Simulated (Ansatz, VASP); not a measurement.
## One calculation of Y3B2, two programs

```
Y B
1.0
     4.91878    0.00000    0.00000
    -2.45939    4.25979    0.00000
     0.00000    0.00000    5.12516
Y B
3 2
Cartesian
  0.0000 2.8399 4.4795
  2.4594 1.4199 4.4795
  0.0000 0.0000 1.9169
  0.0000 2.8399 1.9169
  2.4594 1.4199 1.9169
```

Alike in both runs: functional PBE; k mesh 6 × 6 × 4; occupations gaussian, width 0.1 eV; no spin polarisation.

Ansatz relaxed the structure, and its values are those at the end. VASP's run is a single point on that final structure, the one shown.

|  | VASP | Ansatz |
| --- | --- | --- |
| version | VASP 6.6.1 | Ansatz 0.2.0 |
| potentials or method | VASP PAW PBE potentials, release 64 (Y_sv, B), cutoff 520 eV | scalar-relativistic, plane waves, PAW |
| valence electrons in the cell | 39 | 39 |

```csv
,VASP,Ansatz,Ansatz less VASP
gap on the k mesh at the Fermi level (eV),none,none,-
pressure (GPa),0.0,0.0,+0.02
```

A gap of «none» marks a metal or a gap that the smearing closes.
